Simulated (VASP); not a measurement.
# Si3Sn (Pm-3m) in VASP: further runs, part 2 of 2

VASP 6.6.1.

### 4 Single point, PBE

This run uses another cell than the first one, of 18.41 Å³/atom, 0.992 times its volume.

INCAR

```
  ALGO = Normal
  EDIFF = 1E-7
  ENCUT = 520
  GGA = PE
  ISIF = 2
  ISMEAR = 0
  LASPH = T
  LCHARG = F
  LREAL = F
  LWAVE = F
  NBANDS = 21
  NELM = 100
  PREC = Accurate
  SIGMA = 0.1
```

KPOINTS

```
k-points
0
Gamma
  4 4 4
```

POSCAR

```
Si3Sn
1.0
    4.1918899100      0.0000000000      0.0000000000
    0.0000000000      4.1918899100      0.0000000000
    0.0000000000      0.0000000000      4.1918899100
Si Sn
3 1
Direct
    0.0000000000      0.0000000000      0.5000000000
    0.5000000000      0.0000000000      0.0000000000
    0.0000000000      0.5000000000      0.0000000000
    0.5000000000      0.5000000000      0.5000000000
```

Potentials or basis: VASP PAW PBE potentials, release 64 (Si, Sn_d).

Run with:

```
$ cat potpaw_PBE.64/Si/POTCAR potpaw_PBE.64/Sn_d/POTCAR > POTCAR
$ mpirun -np 1 vasp_std > vasp.out
```

OUTCAR:

```text
EDIFF = 1E-7
   ENCUT = 520
   GGA = PE
   ISIF = 2
   ISMEAR = 0
   LASPH = T
   LREAL = F
   NELM = 100
   PREC = Accurate

 ion  position               nearest neighbor table
   1  0.000  0.000  0.500-   2 2.96   3 2.96   4 2.96   2 2.96   3 2.96   3 2.96   4 2.96   3 2.96
                             2 2.96   4 2.96   2 2.96   4 2.96
   2  0.500  0.000  0.000-   1 2.96   3 2.96   4 2.96   1 2.96   4 2.96   3 2.96   4 2.96   4 2.96
                             1 2.96   3 2.96   1 2.96   3 2.96
   3  0.000  0.500  0.000-   1 2.96   2 2.96   4 2.96   1 2.96   4 2.96   1 2.96   2 2.96   1 2.96
                             2 2.96   4 2.96   4 2.96   2 2.96
   4  0.500  0.500  0.500-   1 2.96   2 2.96   3 2.96   2 2.96   3 2.96   1 2.96   2 2.96   2 2.96
                             1 2.96   3 2.96   3 2.96   1 2.96

  LATTYP: Found a simple cubic cell.
 ALAT       =     4.1918899100

  Lattice vectors:

 A1 = (   4.1918899100,   0.0000000000,   0.0000000000)
 A2 = (   0.0000000000,   4.1918899100,   0.0000000000)
 A3 = (   0.0000000000,   0.0000000000,   4.1918899100)

Analysis of symmetry for initial positions (statically):
=====================================================================
 Subroutine PRICEL returns:
 Original cell was already a primitive cell.

 Routine SETGRP: Setting up the symmetry group for a
 simple cubic supercell.

 Subroutine GETGRP returns: Found 48 space group operations
 (whereof 48 operations were pure point group operations)
 out of a pool of 48 trial point group operations.

The static configuration has the point symmetry O_h .

Analysis of symmetry for dynamics (positions and initial velocities):
=====================================================================
 Subroutine PRICEL returns:
 Original cell was already a primitive cell.

 Routine SETGRP: Setting up the symmetry group for a
 simple cubic supercell.

 Subroutine GETGRP returns: Found 48 space group operations
 (whereof 48 operations were pure point group operations)
 out of a pool of 48 trial point group operations.

The dynamic configuration has the point symmetry O_h .

 Subroutine INISYM returns: Found 48 space group operations
 (whereof 48 operations are pure point group operations),
 and found     1 'primitive' translations

----------------------------------------------------------------------------------------

                                     Primitive cell

  volume of cell :      73.6596

  direct lattice vectors                    reciprocal lattice vectors
     4.191889910  0.000000000  0.000000000     0.238555883  0.000000000  0.000000000
     0.000000000  4.191889910  0.000000000     0.000000000  0.238555883  0.000000000
     0.000000000  0.000000000  4.191889910     0.000000000  0.000000000  0.238555883

  length of vectors
     4.191889910  4.191889910  4.191889910     0.238555883  0.238555883  0.238555883

  position of ions in fractional coordinates (direct lattice)
     0.000000000  0.000000000  0.500000000
     0.500000000  0.000000000  0.000000000
     0.000000000  0.500000000  0.000000000
     0.500000000  0.500000000  0.500000000

  ion indices of the primitive-cell ions
   primitive index   ion index
                 1           1
                 2           2
                 3           3
                 4           4
[... 28 lines left out ...]
            Coordinates               Weight
  0.000000  0.000000  0.000000      1.000000
  0.250000  0.000000  0.000000      6.000000
  0.500000  0.000000  0.000000      3.000000
  0.250000  0.250000  0.000000     12.000000
  0.500000  0.250000  0.000000     12.000000
  0.500000  0.500000  0.000000      3.000000
  0.250000  0.250000  0.250000      8.000000
  0.500000  0.250000  0.250000     12.000000
  0.500000  0.500000  0.250000      6.000000
  0.500000  0.500000  0.500000      1.000000
   k-points           NKPTS =     10   k-points in BZ     NKDIM =     10   number of bands    NBANDS=     21
   number of dos      NEDOS =    301   number of ions     NIONS =      4
   total plane-waves  NPLWV =  32768
   dimension x,y,z NGX =    32 NGY =   32 NGZ =   32
   dimension x,y,z NGXF=    64 NGYF=   64 NGZF=   64
   ions per type =               3   1
   NGX,Y,Z   is equivalent  to a cutoff of  12.69, 12.69, 12.69 a.u.
   NGXF,Y,Z  is equivalent  to a cutoff of  25.38, 25.38, 25.38 a.u.
 SYSTEM =  unknown system
   PREC   = accura    normal or accurate (medium, high low for compatibility)
   ISTART =      0    job   : 0-new  1-cont  2-samecut
   ICHARG =      2    charge: 1-file 2-atom 10-const
   ISPIN  =      1    spin polarized calculation?
   LNONCOLLINEAR =      F non collinear calculations
   LSORBIT =      F    spin-orbit coupling
   LASPH  =      T    aspherical Exc in radial PAW
   ENCUT  =  520.0 eV  38.22 Ry    6.18 a.u.   7.79  7.79  7.79*2*pi/ulx,y,z
   NELM   =    100;   NELMIN=  2; NELMDL= -5     # of ELM steps
   EDIFF  = 0.1E-06   stopping-criterion for ELM
   LREAL  =      F    real-space projection
   EDIFFG = 0.1E-05   stopping-criterion for IOM
   NSW    =      0    number of steps for IOM
   IBRION =     -1    ionic relax: 0-MD 1-quasi-New 2-CG
   NFREE  =      0    steps in history (QN), initial steepest desc. (CG)
   ISIF   =      2    stress and relaxation
   ISYM   =      2    0-nonsym 1-usesym 2-fastsym
   POTIM  = 0.5000    time-step for ionic-motion
   TEBEG  =    0.0;   TEEND  =   0.0 temperature during run
   PSTRESS=    0.0 pullay stress
   NELECT =      26.0000    total number of electrons
   NUPDOWN=      -1.0000    fix difference up-down
   EMIN   =  10.00;   EMAX   =-10.00  energy-range for DOS
   EFERMI =   0.00;   METHOD = LEGACY
   ISMEAR =     0;   SIGMA  =   0.10  broadening in eV -4-tet -1-fermi 0-gaus
   EFERMI_NEDOS =   21; number of points for ismear=-14 and -15
   IALGO  =     38    algorithm
   IMIX   =      4    mixing-type and parameters
     AMIX     =   0.40;   BMIX     =  1.00
     AMIX_MAG =   1.60;   BMIX_MAG =  1.00
  volume/ion in A,a.u.               =      18.41       124.27
  Fermi-wavevector in a.u.,A,eV,Ry     =   1.156972  2.186360 18.212535  1.338584
  Thomas-Fermi vector in A             =   2.293587
   LORBIT       =      0    0 simple, 1 ext, 2 COOP (PROOUT), +10 PAW based schemes
   GGA     = PE    functional components
   LHFCALC =     F    Hartree Fock is set to
   AEXX    =    0.0000 exact exchange contribution
   IVDW    =     0    specifies the selected vdW correction
   LEPSILON=     F    determine dielectric tensor
   LRPA    =     F    only Hartree local field effects (RPA)
 non-spin polarized calculation
 Gauss-broadening in eV      SIGMA  =   0.10
  energy-cutoff  :      520.00
  volume of cell :       73.66
 maximum number of plane-waves:      2000
 NGX is ok and might be reduce to    32
   NGX = 15   NGY = 15   NGZ = 15

 number of electron      25.9999987 magnetization

 Free energy of the ion-electron system (eV)
  ---------------------------------------------------
  ext. energy  EPLUGINS =         0.00000000
  ---------------------------------------------------
  free energy    TOTEN  =       -17.57467857 eV

  energy without entropy =      -17.55271240  energy(sigma->0) =      -17.56369548

 E-fermi :   8.9133     XC(G=0): -10.7649

 val. band max:        8.8966152110   @ k =   0.5000   0.5000   0.0000
 cond. band min:       8.9379648405   @ k =   0.2500   0.0000   0.0000
 fundamental gap:      0.0413496295
 Fermi energy:         8.9132781105

 k-point     1 :       0.0000    0.0000    0.0000
  band No.  band energies     occupation
      1     -12.6429      2.00000
      2     -12.6429      2.00000
      3     -12.6274      2.00000
      4     -12.6274      2.00000
      5     -12.6274      2.00000
      6      -4.0190      2.00000
[... 229 lines left out ...]
     20      17.5114      0.00000
     21      17.5114      0.00000

------------------------ aborting loop because EDIFF is reached ----------------------------------------

  FORCE on cell =-STRESS in cart. coord.  units (eV):
  Direction    XX          YY          ZZ          XY          YZ          ZX
  --------------------------------------------------------------------------------------
  -------------------------------------------------------------------------------------
  Total        1.1665900      1.1665900      1.1665900     -0.0000000     -0.0000000      0.0000000
  in kB       25.3746014     25.3746014     25.3746014     -0.0000000     -0.0000000      0.0000000
  external PRESSURE =      25.3746014 kB  Pullay stress =       0.0000000 kB

 VOLUME and BASIS-vectors are now :
 -----------------------------------------------------------------------------
  energy-cutoff  :      520.00
  volume of cell :       73.66
      direct lattice vectors                 reciprocal lattice vectors
     4.191889910  0.000000000  0.000000000     0.238555883  0.000000000  0.000000000
     0.000000000  4.191889910  0.000000000     0.000000000  0.238555883  0.000000000
     0.000000000  0.000000000  4.191889910     0.000000000  0.000000000  0.238555883

 POSITION                                       TOTAL-FORCE (eV/Angst)
 -----------------------------------------------------------------------------------
      0.00000      0.00000      2.09594         0.000000      0.000000      0.000000
      2.09594      0.00000      0.00000         0.000000      0.000000      0.000000
      0.00000      2.09594      0.00000         0.000000      0.000000      0.000000
      2.09594      2.09594      2.09594         0.000000      0.000000      0.000000
 -----------------------------------------------------------------------------------
    total drift:                                0.000000      0.000000     -0.000000

  FREE ENERGIE OF THE ION-ELECTRON SYSTEM (eV)
  ---------------------------------------------------
  free  energy   TOTEN  =       -17.5746785685 eV

  energy  without entropy=      -17.5527123974  energy(sigma->0) =      -17.56369548
```

It took 12 s on 1 thread of Intel Xeon Platinum 8559C (Emerald Rapids), shared host; peak memory 0.17 GiB.

Results:

| Quantity | Value |
| --- | --- |
| Free energy | -17.5747 eV |
| Pressure | 2.5 GPa |
| Band gap on the k mesh | zero (band 13 reaches 10.91 eV, above the bottom of band 14 at 8.04 eV) |

Caveat: the k points lie up to 0.37 Å⁻¹ apart; spin-orbit coupling is left out, which moves the levels of the heavy elements.

### 5 The runs side by side

```csv
task,cell,k mesh,cutoff (eV),gap on the mesh (eV),pressure (GPa)
single point,"a = 4.204 Å, 4 atoms",12 × 12 × 12,520,none,-0.1
relaxation of cell and atoms,"relaxed from a = 4.192 Å, 4 atoms",12 × 12 × 12,600,none,0.0
single point,"a = 4.192 Å, 4 atoms",4 × 4 × 4,520,none,2.5
```

Alike in all rows: level PBE; potentials or basis VASP PAW PBE potentials, release 64 (Si, Sn_d); no spin polarisation; smearing gaussian 0.1 eV.

Caveats: some runs use coarse meshes; spin-orbit coupling is left out, which moves the levels of the heavy elements.

Total energies depend on the potentials used, so only differences within one code and one set of settings carry meaning.
